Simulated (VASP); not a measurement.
# Pd in VASP: single point with PBE

Aim: the single point of Pd with PBE.

All numbers are computed with VASP 6.6.1; they aren't measurements. Logs are shortened: lines on timing, memory, paths and dates and some standing lists are left out, and cuts for length are marked.

**1. The cell of the first run**

The cell holds a slab with vacuum, 6 atoms: a = 2.751 Å, b = 2.751 Å, c = 24.724 Å, α = 90.00°, β = 90.00°, γ = 90.00°.

**2. Single point, PBE**

INCAR

```
PREC = Accurate ; ENCUT = 520
EDIFF = 1E-6 ; ISMEAR = -1
SIGMA = 0.05 ; LREAL = F
LASPH = T ; NELM = 80
ALGO = Normal ; ISIF = 2
LWAVE = F ; LCHARG = F
LDIPOL = T ; IDIPOL = 3
DIPOL = 0.5 0.5 0.500 ; GGA = PE
NBANDS = 39
```

KPOINTS

```
regular mesh
0
Gamma
  10 10 1
```

POSCAR

```
Pd
1.0
    2.7505039575      0.0000000000      0.0000000000
    0.0000000000      2.7505039575      0.0000000000
    0.0000000000      0.0000000000     24.7245000000
Pd
6
Direct
    0.5000000000      0.5000000000      0.3033428381
    0.0000000000      0.0000000000      0.3820057028
    0.5000000000      0.5000000000      0.4606685676
    0.0000000000      0.0000000000      0.5393314324
    0.5000000000      0.5000000000      0.6179942972
    0.0000000000      0.0000000000      0.6966571619
```

Potentials or basis: VASP PAW PBE potentials, release 64 (Pd).

Command:

```bash
> cat potpaw_PBE.64/Pd/POTCAR > POTCAR
> mpirun -np 1 vasp_std > vasp.out
```

OUTCAR:

```text
PREC = Accurate
   ENCUT = 520
   EDIFF = 1E-6
   ISMEAR = -1
   LREAL = F
   LASPH = T
   NELM = 80
   ISIF = 2
   GGA = PE

 ion  position               nearest neighbor table
   1  0.500  0.500  0.303-   2 2.75   2 2.75   2 2.75   2 2.75
   2  0.000  0.000  0.382-   1 2.75   1 2.75   1 2.75   1 2.75   3 2.75   3 2.75   3 2.75   3 2.75

   3  0.500  0.500  0.461-   4 2.75   4 2.75   4 2.75   4 2.75   2 2.75   2 2.75   2 2.75   2 2.75

   4  0.000  0.000  0.539-   3 2.75   3 2.75   3 2.75   3 2.75   5 2.75   5 2.75   5 2.75   5 2.75

   5  0.500  0.500  0.618-   6 2.75   6 2.75   6 2.75   6 2.75   4 2.75   4 2.75   4 2.75   4 2.75

   6  0.000  0.000  0.697-   5 2.75   5 2.75   5 2.75   5 2.75

  LATTYP: Found a simple tetragonal cell.
 ALAT       =     2.7505039575
 C/A-ratio  =     8.9890799584

  Lattice vectors:

 A1 = (   2.7505039575,   0.0000000000,   0.0000000000)
 A2 = (   0.0000000000,   2.7505039575,   0.0000000000)
 A3 = (   0.0000000000,   0.0000000000,  24.7245000000)

Analysis of symmetry for initial positions (statically):
=====================================================================
 Subroutine PRICEL returns:
 Original cell was already a primitive cell.

 Routine SETGRP: Setting up the symmetry group for a
 simple tetragonal supercell.

 Subroutine GETGRP returns: Found 16 space group operations
 (whereof  8 operations were pure point group operations)
 out of a pool of 16 trial point group operations.

The static configuration has the point symmetry C_4v.
 The point group associated with its full space group is D_4h.

Analysis of symmetry for dynamics (positions and initial velocities):
=====================================================================
 Subroutine PRICEL returns:
 Original cell was already a primitive cell.

 Routine SETGRP: Setting up the symmetry group for a
 simple tetragonal supercell.

 Subroutine GETGRP returns: Found 16 space group operations
 (whereof  8 operations were pure point group operations)
 out of a pool of 16 trial point group operations.

The dynamic configuration has the point symmetry C_4v.
 The point group associated with its full space group is D_4h.

 Subroutine INISYM returns: Found 16 space group operations
 (whereof  8 operations are pure point group operations),
 and found     1 'primitive' translations
[... 103 lines left out ...]
   IBRION =     -1    ionic relax: 0-MD 1-quasi-New 2-CG
   NFREE  =      0    steps in history (QN), initial steepest desc. (CG)
   ISIF   =      2    stress and relaxation
   ISYM   =      2    0-nonsym 1-usesym 2-fastsym
   POTIM  = 0.5000    time-step for ionic-motion
   TEBEG  =    0.0;   TEEND  =   0.0 temperature during run
   PSTRESS=    0.0 pullay stress
   NELECT =      60.0000    total number of electrons
   NUPDOWN=      -1.0000    fix difference up-down
   EMIN   =  10.00;   EMAX   =-10.00  energy-range for DOS
   EFERMI =   0.00;   METHOD = LEGACY
   ISMEAR =    -1;   SIGMA  =   0.05  broadening in eV -4-tet -1-fermi 0-gaus
   EFERMI_NEDOS =   21; number of points for ismear=-14 and -15
   IALGO  =     38    algorithm
   IMIX   =      4    mixing-type and parameters
     AMIX     =   0.40;   BMIX     =  1.00
     AMIX_MAG =   1.60;   BMIX_MAG =  1.00
  volume/ion in A,a.u.               =      31.17       210.38
  Fermi-wavevector in a.u.,A,eV,Ry     =   1.120662  2.117744 17.087323  1.255883
  Thomas-Fermi vector in A             =   2.257310
   LORBIT       =      0    0 simple, 1 ext, 2 COOP (PROOUT), +10 PAW based schemes
   GGA     = PE    functional components
   LHFCALC =     F    Hartree Fock is set to
   AEXX    =    0.0000 exact exchange contribution
   IVDW    =     0    specifies the selected vdW correction
   LEPSILON=     F    determine dielectric tensor
   LRPA    =     F    only Hartree local field effects (RPA)
 non-spin polarized calculation
  energy-cutoff  :      520.00
  volume of cell :      187.05
 maximum number of plane-waves:      5072
   NGX = 11   NGY = 11   NGZ = 91

 dipolmoment           0.000000      0.000000      0.000000 electrons x Angstroem

 number of electron      60.0000036 magnetization

 dipolmoment           0.000000      0.000000     -0.000000 electrons x Angstroem

 Free energy of the ion-electron system (eV)
  ---------------------------------------------------
  ext. energy  EPLUGINS =         0.00000000
  ---------------------------------------------------
  free energy    TOTEN  =       -29.90273968 eV

  energy without entropy =      -29.79981714  energy(sigma->0) =      -29.85127841

 E-fermi :   1.9636     XC(G=0):  -6.9745

 val. band max:        1.9558907419   @ k =   0.0000   0.0000   0.0000
 cond. band min:       1.9714797083   @ k =   0.5000   0.2000   0.0000
 fundamental gap:      0.0155889664
 Fermi energy:         1.9635557994

 k-point     1 :       0.0000    0.0000    0.0000
  band No.  band energies     occupation
      1      -4.8950      2.00000
      2      -4.0557      2.00000
      3      -3.3033      2.00000
      4      -3.1481      2.00000
      5      -3.0365      2.00000
      6      -2.6826      2.00000
[... 871 lines left out ...]
     38      11.3248      0.00000
     39      12.4746      0.00000

------------------------ aborting loop because EDIFF is reached ----------------------------------------

 vacuum level on the upper side and lower side of the slab       (xc-potential included)        -0.141        -0.141

  FORCE on cell =-STRESS in cart. coord.  units (eV):
  Direction    XX          YY          ZZ          XY          YZ          ZX
  --------------------------------------------------------------------------------------
  -------------------------------------------------------------------------------------
  Total        1.2054305      1.2054305      2.5108166      0.0000000      0.0000000      0.0000000
  in kB       10.3252526     10.3252526     21.5066868      0.0000000      0.0000000      0.0000000
  external PRESSURE =      14.0523974 kB  Pullay stress =       0.0000000 kB

 VOLUME and BASIS-vectors are now :
 -----------------------------------------------------------------------------
  energy-cutoff  :      520.00
  volume of cell :      187.05
      direct lattice vectors                 reciprocal lattice vectors
     2.750503957  0.000000000  0.000000000     0.363569737  0.000000000  0.000000000
     0.000000000  2.750503957  0.000000000     0.000000000  0.363569737  0.000000000
     0.000000000  0.000000000 24.724500000     0.000000000  0.000000000  0.040445712

 POSITION                                       TOTAL-FORCE (eV/Angst)
 -----------------------------------------------------------------------------------
      1.37525      1.37525      7.50000        -0.000000     -0.000000     -0.209762
      0.00000      0.00000      9.44490        -0.000000     -0.000000     -0.074466
      1.37525      1.37525     11.38980        -0.000000      0.000000     -0.044508
      0.00000      0.00000     13.33470        -0.000000     -0.000000      0.044508
      1.37525      1.37525     15.27960        -0.000000      0.000000      0.074466
      0.00000      0.00000     17.22450         0.000000      0.000000      0.209762
 -----------------------------------------------------------------------------------
    total drift:                               -0.000000     -0.000000      0.000000

  FREE ENERGIE OF THE ION-ELECTRON SYSTEM (eV)
  ---------------------------------------------------
  free  energy   TOTEN  =       -29.9027396788 eV

  energy  without entropy=      -29.7998171400  energy(sigma->0) =      -29.85127841

 vacuum level on the upper side and lower side of the slab         6.934         6.934
```

Run time: 1.9 min. Hardware: 1 thread of Intel Xeon 6975P-C (Granite Rapids), shared host; peak memory 0.31 GiB.

Results:

| Quantity | Value |
| --- | --- |
| Free energy | -29.9027 eV |
| Largest force | 0.210 eV/Å |
| Band gap on the k mesh | zero (band 30 reaches 2.62 eV, above the bottom of band 31 at 1.67 eV) |

Forces on the atoms (eV/Å):
```
Pd   0.000  0.000 -0.210
Pd   0.000  0.000 -0.074
Pd   0.000  0.000 -0.045
Pd   0.000  0.000  0.045
Pd   0.000  0.000  0.074
Pd   0.000  0.000  0.210
```
